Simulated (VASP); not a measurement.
Here is a VASP 6.6.1 calculation.

INCAR

```
PREC = Accurate
ENCUT = 520
EDIFF = 1E-7
ISMEAR = 0
SIGMA = 0.01
LREAL = F
LASPH = T
NELM = 100
ALGO = Normal
ISIF = 2
LWAVE = F
LCHARG = T
GGA = PS
LELF = T
LVHAR = T
NBANDS = 16
```

The input KPOINTS:

```
Automatic mesh
0
Gamma
  8 8 6
```

POSCAR

```
AlN
1.0
    3.0515529370      0.0000000000      0.0000000000
   -1.5257764685      2.6427223644      0.0000000000
    0.0000000000      0.0000000000      5.0410025895
Al N
2 2
Direct
    0.3333333333      0.6666666667      0.0019306736
    0.6666666667      0.3333333333      0.5019306736
    0.3333333333      0.6666666667      0.3780693264
    0.6666666667      0.3333333333      0.8780693264
```

Potentials or basis: VASP PAW PBE potentials, release 64 (Al, N).

Launch:

```bash
$ cat potpaw_PBE.64/Al/POTCAR potpaw_PBE.64/N/POTCAR > POTCAR
$ mpirun -np 1 vasp_std > vasp.out
```

**Question.** Estimate the band gap on the k mesh.

**Answer.** 4.45 eV, direct.

**Question.** Estimate the pressure.

**Answer.** 6.5 GPa.

Forces in eV/Å, atoms in the order of the input:
```
Al   0.000  0.000  0.002
Al   0.000  0.000  0.002
N    0.000  0.000 -0.002
N    0.000  0.000 -0.002
```

Caveat: the cell differs from its parent crystal (in-plane strain -0.02, then relaxed in part); the PAW data sets were made with another functional, which shifts forces and pressure a little. A k mesh can miss the band edges.
